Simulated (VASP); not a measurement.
Input of a VASP 6.6.1 run:

INCAR

```
PREC = Accurate ; ENCUT = 520
EDIFF = 1E-6 ; ISMEAR = 0
SIGMA = 0.05 ; LREAL = F
LASPH = T ; NELM = 80
ALGO = Normal ; ISIF = 2
LWAVE = F ; LCHARG = F
GGA = PE ; NBANDS = 11
```

KPOINTS

```
regular mesh
0
Gamma
  9 9 8
```

The input POSCAR:

```
MgO
1.0
    2.9380209034      0.0000000000      0.0000000000
   -1.4690104517      2.5444007392      0.0000000000
    0.0000000000      0.0000000000      2.6796800000
Mg O
1 1
Direct
   -0.3221250606     -0.2358119107      0.0000000000
    0.3333333333      0.6666666667      0.5000000000
```

Potentials or basis: VASP PAW PBE potentials, release 64 (Mg, O).

Launch:

```sh
$ cat potpaw_PBE.64/Mg/POTCAR potpaw_PBE.64/O/POTCAR > POTCAR
$ mpirun -np 1 vasp_std > vasp.out
```

(1) Predict the pressure.

(2) Estimate the largest force.

(3) Predict the band gap on the k mesh.

Results:

(1) 69.2 GPa.

(2) 9.500 eV/Å.

(3) 2.52 eV, indirect (least direct gap 2.96 eV).

Caveat: the cell differs from its parent crystal (atom 1 (Mg) moved by (-0.600, -0.600) A along x and y); forces of over 1 eV/Å act on the atoms, so gaps and moduli don't describe the material at rest.
